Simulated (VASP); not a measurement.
# Al2Si (P4/mmm) in VASP: notebook

Al2Si is run at these levels: PBE; tasks: single point, relaxation of cell and atoms.

Program: VASP 6.6.1. These are calculated values, not measurements. Logs are shortened: lines on timing, memory, paths and dates and some standing lists are left out, and cuts for length are marked.

## 1. The cell of the first run

Symmetry: P4/mmm, No. 123, tetragonal system. The conventional cell has a = 3.876 Å, b = 3.876 Å, c = 3.646 Å, α = 90.00°, β = 90.00°, γ = 90.00°. Within 3.5 Å of Al (site symmetry mmm) lie 4 Si at 2.66 Å and 4 Al at 2.74 Å. Within 3.5 Å of Si (site symmetry 4/mmm) lie 8 Al at 2.66 Å.

The cell was built from a structure type or drawn by symmetry, and may not be a known phase.

## 2. Single point, PBE

The input, INCAR:

```
ALGO = Normal
EDIFF = 1E-6
ENCUT = 520
GGA = PE
ISIF = 2
ISMEAR = 0
LASPH = T
LCHARG = F
LREAL = F
LWAVE = F
NBANDS = 12
NELM = 60
PREC = Accurate
SIGMA = 0.1
```

The input, KPOINTS:

```
k-points
0
Gamma
  12 12 12
```

The input, POSCAR:

```
Al2Si
1.0
    3.8756568801      0.0000000000      0.0000000000
    0.0000000000      3.8756568801      0.0000000000
    0.0000000000      0.0000000000      3.6461795861
Al Si
2 1
Direct
    0.5000000000      0.0000000000      0.0000000000
    0.0000000000      0.5000000000      0.0000000000
    0.0000000000      0.0000000000      0.5000000000
```

Potentials or basis: VASP PAW PBE potentials, release 64 (Al, Si).

The run is started by

```console
$ cat potpaw_PBE.64/Al/POTCAR potpaw_PBE.64/Si/POTCAR > POTCAR
$ mpirun -np 1 vasp_std > vasp.out
```

OUTCAR:

```text
EDIFF = 1E-6
   ENCUT = 520
   GGA = PE
   ISIF = 2
   ISMEAR = 0
   LASPH = T
   LREAL = F
   NELM = 60
   PREC = Accurate

 ion  position               nearest neighbor table
   1  0.500  0.000  0.000-   3 2.66   3 2.66   3 2.66   3 2.66   2 2.74   2 2.74   2 2.74   2 2.74

   2  0.000  0.500  0.000-   3 2.66   3 2.66   3 2.66   3 2.66   1 2.74   1 2.74   1 2.74   1 2.74

   3  0.000  0.000  0.500-   1 2.66   2 2.66   1 2.66   2 2.66   2 2.66   2 2.66   1 2.66   1 2.66

  LATTYP: Found a simple tetragonal cell.
 ALAT       =     3.8756568801
 C/A-ratio  =     0.9407900903

  Lattice vectors:

 A1 = (   3.8756568801,   0.0000000000,   0.0000000000)
 A2 = (   0.0000000000,   3.8756568801,   0.0000000000)
 A3 = (   0.0000000000,   0.0000000000,   3.6461795861)

Analysis of symmetry for initial positions (statically):
=====================================================================
 Subroutine PRICEL returns:
 Original cell was already a primitive cell.

 Routine SETGRP: Setting up the symmetry group for a
 simple tetragonal supercell.

 Subroutine GETGRP returns: Found 16 space group operations
 (whereof 16 operations were pure point group operations)
 out of a pool of 16 trial point group operations.

The static configuration has the point symmetry D_4h.

Analysis of symmetry for dynamics (positions and initial velocities):
=====================================================================
 Subroutine PRICEL returns:
 Original cell was already a primitive cell.

 Routine SETGRP: Setting up the symmetry group for a
 simple tetragonal supercell.

 Subroutine GETGRP returns: Found 16 space group operations
 (whereof 16 operations were pure point group operations)
 out of a pool of 16 trial point group operations.

The dynamic configuration has the point symmetry D_4h.

 Subroutine INISYM returns: Found 16 space group operations
 (whereof 16 operations are pure point group operations),
 and found     1 'primitive' translations

----------------------------------------------------------------------------------------

                                     Primitive cell

  volume of cell :      54.7682

  direct lattice vectors                    reciprocal lattice vectors
     3.875656880  0.000000000  0.000000000     0.258020777  0.000000000  0.000000000
     0.000000000  3.875656880  0.000000000     0.000000000  0.258020777  0.000000000
     0.000000000  0.000000000  3.646179586     0.000000000  0.000000000  0.274259667

  length of vectors
     3.875656880  3.875656880  3.646179586     0.258020777  0.258020777  0.274259667

  position of ions in fractional coordinates (direct lattice)
     0.500000000  0.000000000  0.000000000
     0.000000000  0.500000000  0.000000000
     0.000000000  0.000000000  0.500000000

  ion indices of the primitive-cell ions
   primitive index   ion index
                 1           1
                 2           2
                 3           3

----------------------------------------------------------------------------------------

 KPOINTS: k-points

Automatic generation of k-mesh.
 Grid dimensions read from file:
 generate k-points for:   12   12   12

 Generating k-lattice:

  Cartesian coordinates                     Fractional coordinates (reciprocal lattice)
     0.021501731  0.000000000  0.000000000     0.083333333  0.000000000  0.000000000
     0.000000000  0.021501731  0.000000000     0.000000000  0.083333333  0.000000000
     0.000000000  0.000000000  0.022854972     0.000000000  0.000000000  0.083333333

  Length of vectors
     0.021501731  0.021501731  0.022854972

  Shift w.r.t. Gamma in fractional coordinates (k-lattice)
     0.000000000  0.000000000  0.000000000

 Subroutine IBZKPT returns following result:
 ===========================================

 Found    196 irreducible k-points:

 Following reciprocal coordinates:
            Coordinates               Weight
  0.000000  0.000000  0.000000      1.000000
  0.083333  0.000000  0.000000      4.000000
  0.166667  0.000000  0.000000      4.000000
  0.250000  0.000000  0.000000      4.000000
  0.333333  0.000000  0.000000      4.000000
  0.416667  0.000000  0.000000      4.000000
[... 16 lines left out ...]
  0.333333  0.333333  0.000000      4.000000
  0.416667  0.333333  0.000000      8.000000
 [... further k-points ...]
   k-points           NKPTS =    196   k-points in BZ     NKDIM =    196   number of bands    NBANDS=     12
   number of dos      NEDOS =    301   number of ions     NIONS =      3
   total plane-waves  NPLWV =  25200
   dimension x,y,z NGX =    30 NGY =   30 NGZ =   28
   dimension x,y,z NGXF=    60 NGYF=   60 NGZF=   56
   ions per type =               2   1
   NGX,Y,Z   is equivalent  to a cutoff of  12.87, 12.87, 12.77 a.u.
   NGXF,Y,Z  is equivalent  to a cutoff of  25.74, 25.74, 25.53 a.u.
 SYSTEM =  unknown system
   PREC   = accura    normal or accurate (medium, high low for compatibility)
   ISTART =      0    job   : 0-new  1-cont  2-samecut
   ICHARG =      2    charge: 1-file 2-atom 10-const
   ISPIN  =      1    spin polarized calculation?
   LNONCOLLINEAR =      F non collinear calculations
   LSORBIT =      F    spin-orbit coupling
   LASPH  =      T    aspherical Exc in radial PAW
   ENCUT  =  520.0 eV  38.22 Ry    6.18 a.u.   7.21  7.21  6.78*2*pi/ulx,y,z
   NELM   =     60;   NELMIN=  2; NELMDL= -5     # of ELM steps
   EDIFF  = 0.1E-05   stopping-criterion for ELM
   LREAL  =      F    real-space projection
   EDIFFG = 0.1E-04   stopping-criterion for IOM
   NSW    =      0    number of steps for IOM
   IBRION =     -1    ionic relax: 0-MD 1-quasi-New 2-CG
   NFREE  =      0    steps in history (QN), initial steepest desc. (CG)
   ISIF   =      2    stress and relaxation
   ISYM   =      2    0-nonsym 1-usesym 2-fastsym
   POTIM  = 0.5000    time-step for ionic-motion
   TEBEG  =    0.0;   TEEND  =   0.0 temperature during run
   PSTRESS=    0.0 pullay stress
   NELECT =      10.0000    total number of electrons
   NUPDOWN=      -1.0000    fix difference up-down
   EMIN   =  10.00;   EMAX   =-10.00  energy-range for DOS
   EFERMI =   0.00;   METHOD = LEGACY
   ISMEAR =     0;   SIGMA  =   0.10  broadening in eV -4-tet -1-fermi 0-gaus
   EFERMI_NEDOS =   21; number of points for ismear=-14 and -15
   IALGO  =     38    algorithm
   IMIX   =      4    mixing-type and parameters
     AMIX     =   0.40;   BMIX     =  1.00
     AMIX_MAG =   1.60;   BMIX_MAG =  1.00
  volume/ion in A,a.u.               =      18.26       123.20
  Fermi-wavevector in a.u.,A,eV,Ry     =   0.928750  1.755082 11.736054  0.862576
  Thomas-Fermi vector in A             =   2.054959
   LORBIT       =      0    0 simple, 1 ext, 2 COOP (PROOUT), +10 PAW based schemes
   GGA     = PE    functional components
   LHFCALC =     F    Hartree Fock is set to
   AEXX    =    0.0000 exact exchange contribution
   IVDW    =     0    specifies the selected vdW correction
   LEPSILON=     F    determine dielectric tensor
   LRPA    =     F    only Hartree local field effects (RPA)
 non-spin polarized calculation
 Gauss-broadening in eV      SIGMA  =   0.10
  energy-cutoff  :      520.00
  volume of cell :       54.77
 maximum number of plane-waves:      1492
 NGX is ok and might be reduce to    30
   NGX = 15   NGY = 15   NGZ = 13

 number of electron      10.0000000 magnetization

 number of electron       9.9999999 magnetization

 Free energy of the ion-electron system (eV)
  ---------------------------------------------------
  ext. energy  EPLUGINS =         0.00000000
  ---------------------------------------------------
  free energy    TOTEN  =       -12.41943967 eV

  energy without entropy =      -12.41472583  energy(sigma->0) =      -12.41708275

 E-fermi :   6.8201     XC(G=0):  -9.7895

 val. band max:        6.8146818771   @ k =   0.1667   0.0000   0.3333
 cond. band min:       6.8207094696   @ k =   0.5000   0.4167   0.2500
 fundamental gap:      0.0060275925
 Fermi energy:         6.8200781685

 k-point     1 :       0.0000    0.0000    0.0000
  band No.  band energies     occupation
      1      -4.6751      2.00000
      2       4.3472      2.00000
      3       4.3472      2.00000
      4       5.1142      2.00000
      5       5.4246      2.00000
      6       6.4518      2.00000
      7       8.1539      0.00000
      8      13.0075      0.00000
      9      13.0075      0.00000
     10      13.6156      0.00000
     11      14.2150      0.00000
     12      14.2150      0.00000

 k-point     2 :       0.0833    0.0000    0.0000
  band No.  band energies     occupation
      1      -4.6169      2.00000
      2       3.5596      2.00000
      3       4.3961      2.00000
      4       5.1621      2.00000
      5       5.7237      2.00000
      6       6.9655      0.03978
      7       8.3639      0.00000
      8      12.2057      0.00000
      9      12.6333      0.00000
     10      13.2823      0.00000
     11      14.2015      0.00000
     12      14.2634      0.00000

 k-point     3 :       0.1667    0.0000    0.0000
  band No.  band energies     occupation
      1      -4.4454      2.00000
      2       2.3859      2.00000
      3       4.5390      2.00000
      4       5.3021      2.00000
      5       6.0016      2.00000
      6       7.6515      0.00000
      7       9.2691      0.00000
      8      11.1406      0.00000
      9      11.8054      0.00000
     10      12.1070      0.00000
     11      14.4037      0.00000
     12      14.7136      0.00000
[... 286 lines left out ...]
 k-point    23 :       0.3333    0.3333    0.0000
  band No.  band energies     occupation
      1      -2.9838      2.00000
      2       1.1171      2.00000
      3       1.1606      2.00000
      4       5.0856      2.00000
      5       6.4550      2.00000
      6       8.7745      0.00000
      7      10.7917      0.00000
      8      10.8735      0.00000
      9      12.0354      0.00000
     10      12.2634      0.00000
     11      13.0886      0.00000
     12      14.0850      0.00000

 k-point    24 :       0.4167    0.3333    0.0000
  band No.  band energies     occupation
      1      -2.6462      2.00000
      2       0.4320      2.00000
      3       1.4704      2.00000
      4       4.4076      2.00000
      5       6.6973      1.91755
      6       9.1472      0.00000
      7      10.2281      0.00000
      8      11.0541      0.00000
      9      11.5259      0.00000
     10      12.5163      0.00000
     11      13.6645      0.00000
     12      15.2037      0.00000

 [... further k-points ...]

------------------------ aborting loop because EDIFF is reached ----------------------------------------

  FORCE on cell =-STRESS in cart. coord.  units (eV):
  Direction    XX          YY          ZZ          XY          YZ          ZX
  --------------------------------------------------------------------------------------
  -------------------------------------------------------------------------------------
  Total       -0.0163385     -0.0163385     -0.0127519      0.0000000      0.0000000     -0.0000000
  in kB       -0.4779615     -0.4779615     -0.3730411      0.0000000      0.0000000     -0.0000000
  external PRESSURE =      -0.4429880 kB  Pullay stress =       0.0000000 kB

 VOLUME and BASIS-vectors are now :
 -----------------------------------------------------------------------------
  energy-cutoff  :      520.00
  volume of cell :       54.77
      direct lattice vectors                 reciprocal lattice vectors
     3.875656880  0.000000000  0.000000000     0.258020777  0.000000000  0.000000000
     0.000000000  3.875656880  0.000000000     0.000000000  0.258020777  0.000000000
     0.000000000  0.000000000  3.646179586     0.000000000  0.000000000  0.274259667

 POSITION                                       TOTAL-FORCE (eV/Angst)
 -----------------------------------------------------------------------------------
      1.93783      0.00000      0.00000         0.000000      0.000000      0.000000
      0.00000      1.93783      0.00000         0.000000      0.000000      0.000000
      0.00000      0.00000      1.82309         0.000000      0.000000      0.000000
 -----------------------------------------------------------------------------------
    total drift:                               -0.000000     -0.000000     -0.000000

  FREE ENERGIE OF THE ION-ELECTRON SYSTEM (eV)
  ---------------------------------------------------
  free  energy   TOTEN  =       -12.4194396725 eV

  energy  without entropy=      -12.4147258346  energy(sigma->0) =      -12.41708275
```

Run time: 41 s. Hardware: 1 thread of Intel Xeon 6975P-C (Granite Rapids), shared host; peak memory 0.25 GiB.

Results:

| Item | Value |
| --- | --- |
| Free energy | -12.4194 eV |
| Pressure | 0.0 GPa |
| Band gap on the k mesh | zero (bands 5 and 6 overlap by 5.00 eV) |

## 3. Relaxation of cell and atoms, PBE

This run uses another cell than the first one, of 18.36 Å³/atom.

The input, INCAR:

```
PREC     = Accurate       # precision mode
ENCUT    = 600            # plane-wave cutoff, eV
EDIFF    = 1E-6           # SCF threshold, eV
ISMEAR   = 0              # smearing method
SIGMA    = 0.1            # smearing width, eV
LREAL    = False          # projectors in reciprocal space
LASPH    = True           # aspherical terms in the spheres
NELM     = 100            # most SCF steps
ALGO     = Fast           # electronic algorithm
ISIF     = 3              # what is computed and relaxed
LWAVE    = False          # write WAVECAR
LCHARG   = False          # write CHGCAR
GGA      = PE             # functional
IBRION   = 2              # ionic algorithm
NSW      = 100            # ionic steps
EDIFFG   = -0.01          # ionic threshold
```

The input, KPOINTS:

```
Automatic mesh
0
Gamma
  12 12 12
```

The input, POSCAR:

```
Al2Si
1.0
    3.8846504611      0.0000000000      0.0000000000
    0.0000000000      3.8846504611      0.0000000000
    0.0000000000      0.0000000000      3.6495338274
Al Si
2 1
Direct
    0.5000000000      0.0000000000      0.0000000000
    0.0000000000      0.5000000000      0.0000000000
    0.0000000000      0.0000000000      0.5000000000
```

Potentials or basis: VASP PAW PBE potentials, release 64 (Al, Si).

The run is started by

```console
$ cat potpaw_PBE.64/Al/POTCAR potpaw_PBE.64/Si/POTCAR > POTCAR
$ mpirun -np 1 vasp_std > vasp.out
```

Wall time 56 s (1 thread of Intel Xeon 6975P-C (Granite Rapids), shared host); peak memory 0.27 GiB.

Results (log left out):

```yaml
Free_energy: -12.4196 eV
Relaxed_volume: 18.24 Å³/atom
Relaxed_cell: a = 3.875 Å, b = 3.875 Å, c = 3.645 Å, α = 90.00°, β = 90.00°, γ = 90.00°
Space_group_after_relaxing_to_0.1_Å: P4/mmm (No. 123)
Energy_gained_by_relaxing: 0.2 meV/atom
Ionic_steps: 3
Pressure_after_relaxing: 0.0 GPa
Band_gap_on_the_k_mesh: zero (bands 5 and 6 overlap by 5.00 eV)
```

The path:
```
step  energy change (eV)  largest force (eV/Å)  pressure (GPa)  volume (Å³)
   1              0.0000                0.0000           -0.47        55.07
   2             -0.0005                0.0000            0.14        54.64
   3             -0.0005                0.0000            0.01        54.73
```

Final structure:
```yaml
crystal:
  lattice:
    - [3.87520, 0.00000, 0.00000]
    - [0.00000, 3.87520, 0.00000]
    - [0.00000, 0.00000, 3.64469]
  atoms:
    - { symbol: Al, position: [0.50000, 0.00000, 0.00000] }
    - { symbol: Al, position: [0.00000, 0.50000, 0.00000] }
    - { symbol: Si, position: [0.00000, 0.00000, 0.50000] }
```

Levels at points of the mesh, in eV from the Fermi level:
```tsv
k point	band 3	band 4	band 5	band 6	band 7	band 8
(0.00, 0.00, 0.00)	-2.48	-1.70	-1.39	-0.37	1.33	6.19
(0.50, 0.00, 0.00)	-1.42	-0.68	0.93	1.59	1.65	1.89
(0.50, 0.50, 0.00)	-6.18	-3.66	0.33	3.10	3.50	3.50
(0.00, 0.00, 0.50)	-0.05	-0.05	0.08	0.08	1.17	1.77
(0.50, 0.00, 0.50)	-5.32	-4.33	0.76	1.44	3.06	3.62
(0.50, 0.50, 0.50)	-3.51	-3.51	-3.50	-3.50	-2.33	1.24
```
